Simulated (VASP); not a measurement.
# Al (P6_3/mmc) in VASP: notebook

The runs below take Al through vibrations by perturbation theory, elastic constants, with PBE.

Program: VASP 6.6.1. These are calculated values, not measurements. Logs are shortened: lines on timing, memory, paths and dates and some standing lists are left out, and cuts for length are marked.

### 1 The cell of the first run

The structure is hexagonal, space group P6_3/mmc (No. 194). Conventional cell: a = 2.855 Å, b = 2.855 Å, c = 4.721 Å, α = 90.00°, β = 90.00°, γ = 120.00°. Al (site symmetry -6m2) has 12 Al at 2.85 to 2.88 Å within 3.8 Å.

This isn't the form of Al at room conditions, which is fcc.

### 2 Vibrations by perturbation theory, PBE

INCAR

```
SYSTEM = Al
ALGO = Fast
EDIFF = 1E-8
ENCUT = 520
GGA = PE
IBRION = 8
ISIF = 2
ISMEAR = -1
LASPH = .True.
LCHARG = .True.
LREAL = .False.
LWAVE = .False.
NELM = 100
NSW = 1
PREC = Accurate
SIGMA = 0.15
```

KPOINTS

```
k-points
0
Gamma
  24 24 12
  0 0 0
```

POSCAR

```
Al
1.0
    1.4273879225     -2.4723093751      0.0000000000
    1.4273879225      2.4723093751      0.0000000000
    0.0000000000      0.0000000000      4.7208780435
Al
2
Direct
    0.3333330001      0.6666669999      0.2500000000
    0.6666669999      0.3333330001      0.7500000000
```

Potentials or basis: VASP PAW PBE potentials, release 64 (Al).

The run is started by

```bash
cat potpaw_PBE.64/Al/POTCAR > POTCAR
mpirun -np 1 vasp_std > vasp.out
```

OUTCAR:

```text
SYSTEM = Al
   EDIFF = 1E-8
   ENCUT = 520
   GGA = PE
   IBRION = 8
   ISIF = 2
   ISMEAR = -1
   LASPH = .True.
   LREAL = .False.
   NELM = 100
   NSW = 1
   PREC = Accurate

 ion  position               nearest neighbor table
   1  0.333  0.667  0.250-   2 2.88   2 2.88   2 2.88   2 2.88   2 2.88   2 2.88
   2  0.667  0.333  0.750-   1 2.88   1 2.88   1 2.88   1 2.88   1 2.88   1 2.88

  LATTYP: Found a hexagonal cell.
 ALAT       =     2.8547766861
 C/A-ratio  =     1.6536768240

  Lattice vectors:

 A1 = (   1.4273879225,  -2.4723093751,   0.0000000000)
 A2 = (   1.4273879225,   2.4723093751,   0.0000000000)
 A3 = (   0.0000000000,   0.0000000000,   4.7208780435)

Analysis of symmetry for initial positions (statically):
=====================================================================
 Subroutine PRICEL returns:
 Original cell was already a primitive cell.

 Routine SETGRP: Setting up the symmetry group for a
 hexagonal supercell.

 Subroutine GETGRP returns: Found 24 space group operations
 (whereof 12 operations were pure point group operations)
 out of a pool of 24 trial point group operations.

The static configuration has the point symmetry D_3d.
 The point group associated with its full space group is D_6h.

Analysis of symmetry for dynamics (positions and initial velocities):
=====================================================================
 Subroutine PRICEL returns:
 Original cell was already a primitive cell.

 Routine SETGRP: Setting up the symmetry group for a
 hexagonal supercell.

 Subroutine GETGRP returns: Found 24 space group operations
 (whereof 12 operations were pure point group operations)
 out of a pool of 24 trial point group operations.

The dynamic configuration has the point symmetry D_3d.
 The point group associated with its full space group is D_6h.

 Subroutine INISYM returns: Found 24 space group operations
 (whereof 12 operations are pure point group operations),
 and found     1 'primitive' translations

----------------------------------------------------------------------------------------

                                     Primitive cell

  volume of cell :      33.3194

  direct lattice vectors                    reciprocal lattice vectors
     1.427387922 -2.472309375  0.000000000     0.350290199 -0.202240061  0.000000000
     1.427387922  2.472309375  0.000000000     0.350290199  0.202240061  0.000000000
     0.000000000  0.000000000  4.720878043     0.000000000  0.000000000  0.211825002

  length of vectors
     2.854776686  2.854776686  4.720878043     0.404480242  0.404480242  0.211825002

  position of ions in fractional coordinates (direct lattice)
     0.333333000  0.666667000  0.250000000
     0.666667000  0.333333000  0.750000000

  ion indices of the primitive-cell ions
   primitive index   ion index
                 1           1
                 2           2

----------------------------------------------------------------------------------------

 KPOINTS: k-points

Automatic generation of k-mesh.
 Grid dimensions read from file:
 generate k-points for:   24   24   12

 Generating k-lattice:

  Cartesian coordinates                     Fractional coordinates (reciprocal lattice)
     0.014595425 -0.008426669  0.000000000     0.041666667  0.000000000  0.000000000
     0.014595425  0.008426669  0.000000000     0.000000000  0.041666667  0.000000000
     0.000000000  0.000000000  0.017652083     0.000000000  0.000000000  0.083333333

  Length of vectors
     0.016853343  0.016853343  0.017652083

[... 75 lines left out ...]
  Fermi-wavevector in a.u.,A,eV,Ry     =   0.924470  1.746995 11.628142  0.854644
  Thomas-Fermi vector in A             =   2.050219
   LORBIT       =      0    0 simple, 1 ext, 2 COOP (PROOUT), +10 PAW based schemes
   GGA     = PE    functional components
   LHFCALC =     F    Hartree Fock is set to
   AEXX    =    0.0000 exact exchange contribution
   IVDW    =     0    specifies the selected vdW correction
   LEPSILON=     F    determine dielectric tensor
   LRPA    =     F    only Hartree local field effects (RPA)
 non-spin polarized calculation
 RMM-DIIS sequential band-by-band and
  energy-cutoff  :      520.00
  volume of cell :       33.32
 maximum number of plane-waves:       913
 NGX is ok and might be reduce to    24
   NGX = 11   NGY = 11   NGZ = 17

--------------------------------------- Ionic step        1  -------------------------------------------

 number of electron       6.0000000 magnetization

 Free energy of the ion-electron system (eV)
  ---------------------------------------------------
  ext. energy  EPLUGINS =         0.00000000
  ---------------------------------------------------
  free energy    TOTEN  =        -7.45944584 eV

  energy without entropy =       -7.39857319  energy(sigma->0) =       -7.42900951

 E-fermi :   7.8927     XC(G=0): -10.1633

 val. band max:        7.8883801696   @ k =   0.4167   0.1250   0.1667
 cond. band min:       7.8978609162   @ k =   0.1250   0.1250   0.2500
 fundamental gap:      0.0094807467
 Fermi energy:         7.8927303030

 k-point     1 :       0.0000    0.0000    0.0000
  band No.  band energies     occupation
      1      -3.1705      2.00000
      2       3.2830      2.00000
      3       3.3764      2.00000
      4      18.5918      0.00000
      5      18.5918      0.00000
      6      18.9868      0.00000
      7      18.9869      0.00000
[... 221 lines left out ...]
 k-point    24 :       0.4583    0.0417    0.0000
  band No.  band energies     occupation
      1       2.3008      2.00000
      2       3.2784      2.00000
      3       8.3404      0.09629
      4       8.7043      0.00890
      5       9.6381      0.00002
      6       9.7905      0.00001
      7      12.9148      0.00000

 [... further k-points ...]
[... 5 lines left out ...]
  --------------------------------------------------------------------------------------
  -------------------------------------------------------------------------------------
  Total       -0.0074520     -0.0074520     -0.0050368      0.0000000      0.0000000      0.0000000
  in kB       -0.3583318     -0.3583320     -0.2421979      0.0000000      0.0000000      0.0000000
  external PRESSURE =      -0.3196206 kB  Pullay stress =       0.0000000 kB

 VOLUME and BASIS-vectors are now :
 -----------------------------------------------------------------------------
  energy-cutoff  :      520.00
  volume of cell :       33.32
      direct lattice vectors                 reciprocal lattice vectors
     1.427387922 -2.472309375  0.000000000     0.350290199 -0.202240061  0.000000000
     1.427387922  2.472309375  0.000000000     0.350290199  0.202240061  0.000000000
     0.000000000  0.000000000  4.720878043     0.000000000  0.000000000  0.211825002

 POSITION                                       TOTAL-FORCE (eV/Angst)
 -----------------------------------------------------------------------------------
      1.42739      0.82410      1.18022        -0.000000     -0.000000      0.000000
      1.42739     -0.82410      3.54066         0.000000      0.000000      0.000000
 -----------------------------------------------------------------------------------
    total drift:                               -0.000000     -0.000012     -0.000000

  FREE ENERGIE OF THE ION-ELECTRON SYSTEM (eV)
  ---------------------------------------------------
  free  energy   TOTEN  =        -7.4594458430 eV

  energy  without entropy=       -7.3985731852  energy(sigma->0) =       -7.42900951

[... ionic steps 2 to 3 ...]

--------------------------------------- Ionic step        4  -------------------------------------------

------------------------ aborting loop because EDIFF is reached ----------------------------------------

[... ionic steps 5 to 5 ...]

--------------------------------------- Ionic step        6  -------------------------------------------

 Free energy of the ion-electron system (eV)
  ---------------------------------------------------
  ---------------------------------------------------
  free energy    TOTEN  =        -0.01200052 eV

  energy without entropy =       -0.01200052

------------------------ aborting loop because EDIFF is reached ----------------------------------------

 INTERNAL STRAIN TENSOR  FOR ION    1  DIRECTION 3   (eV/Angst):
 -----------------------------------------------------------------------------
    -0.00160 -0.00000  0.00000
     0.00000 -0.00160  0.00000
     0.00000  0.00000  0.00075

 INTERNAL STRAIN TENSOR FOR ION    2 for displacements in x,y,z  (eV/Angst):
          X           Y           Z          XY          YZ          ZX
  --------------------------------------------------------------------------------
  x     0.00000    -0.00000    -0.00000    -0.17798     0.00000     0.00000
  y    -0.17798     0.17798    -0.00000     0.00000     0.00000     0.00000
  z    -0.00000     0.00000    -0.00000     0.00000     0.00000     0.00000

 SECOND DERIVATIVES (NOT SYMMETRIZED)
 ------------------------------------
               1X          1Y          1Z          2X          2Y          2Z
  1X    -0.954731    0.000000    0.000000    0.954731   -0.000000    0.000000
  1Y     0.000000   -0.954732    0.000000    0.000000    0.954732    0.000000
  1Z     0.000000   -0.000000   -4.707377    0.000000    0.000000    4.707377
  2X     0.954731   -0.000000    0.000000   -0.954731    0.000000    0.000000
  2Y     0.000000    0.954732    0.000000    0.000000   -0.954732    0.000000
  2Z     0.000000    0.000000    4.707377    0.000000   -0.000000   -4.707377

 Eigenvectors and eigenvalues of the dynamical matrix
 ----------------------------------------------------

   1 f  =    9.234773 THz    58.023787 2PiTHz  308.038857 cm-1    38.191933 meV
             X         Y         Z           dx          dy          dz
      1.427388  0.824105  1.180220     0.000000    0.000000    0.707107
      1.427388 -0.824105  3.540659     0.000000    0.000000   -0.707107
[... 21 lines left out ...]
   6 f  =    0.000000 THz     0.000000 2PiTHz    0.000000 cm-1     0.000000 meV
             X         Y         Z           dx          dy          dz
      1.427388  0.824105  1.180220     0.000000    0.000000    0.707107
      1.427388 -0.824105  3.540659     0.000000    0.000000    0.707107

--------------------------------------------------------------------------------------------------------

 ELASTIC MODULI CONTR FROM IONIC RELAXATION (kBar)
 Direction    XX          YY          ZZ          XY          YZ          ZX
 --------------------------------------------------------------------------------
 XX          -1.5954      1.5954     -0.0000      0.0000      0.0000      0.0000
 YY           1.5954     -1.5954      0.0000     -0.0000     -0.0000      0.0000
 ZZ          -0.0000      0.0000     -0.0000     -0.0000      0.0000      0.0000
 XY           0.0000     -0.0000     -0.0000     -1.5954     -0.0000      0.0000
 YZ           0.0000     -0.0000      0.0000     -0.0000     -0.0000      0.0000
 ZX           0.0000      0.0000      0.0000      0.0000      0.0000      0.0000
 --------------------------------------------------------------------------------
```

Wall time 9.5 min (1 thread of Oxide Virtual Turin-like, shared host); peak memory 0.92 GiB.

What came out:

| Quantity | Value |
| --- | --- |
| Highest phonon frequency at Γ | 308 cm⁻¹ |

Phonon frequencies in cm⁻¹ (negative: imaginary):
```tsv
q point	frequencies
(0.000, 0.000, 0.000)	0 0 0 139 139 308
```

### 3 Elastic constants, PBE

INCAR

```
ALGO = Normal
EDIFF = 1E-8
ENCUT = 600
GGA = PE
IBRION = 6
ISIF = 3
ISMEAR = -1
LASPH = T
LCHARG = T
LREAL = F
LWAVE = F
NBANDS = 10
NELM = 100
NFREE = 2
NSW = 1
POTIM = 0.015
PREC = Accurate
SIGMA = 0.15
```

KPOINTS

```
k-points
0
Gamma
  24 24 12
```

POSCAR is that of step 2.

Potentials or basis: VASP PAW PBE potentials, release 64 (Al).

The run is started by

```bash
cat potpaw_PBE.64/Al/POTCAR > POTCAR
mpirun -np 1 vasp_std > vasp.out
```

It took 77 min on 1 thread of Oxide Virtual Turin-like, shared host; peak memory 1.2 GiB.

The run converged. Its results:

```
Voigt bulk modulus            : 74 GPa
Highest phonon frequency at Γ : 307 cm⁻¹
```

Phonon frequencies in cm⁻¹ (negative: imaginary):
```tsv
q point	frequencies
(0.000, 0.000, 0.000)	0 0 0 139 139 307
```

Elastic tensor in Voigt notation (GPa, in the Cartesian axes of the cell as first typed):
```
118  60  48   0   0   0
 60 118  48   0   0   0
 48  48 120   0   0   0
  0   0   0  14   0   0
  0   0   0   0  14   0
  0   0   0   0   0  29
```

Clamped-ion elastic tensor (GPa):
```
118  60  48   0   0   0
 60 118  48   0   0   0
 48  48 120   0   0   0
  0   0   0  14   0   0
  0   0   0   0  14   0
  0   0   0   0   0  29
```
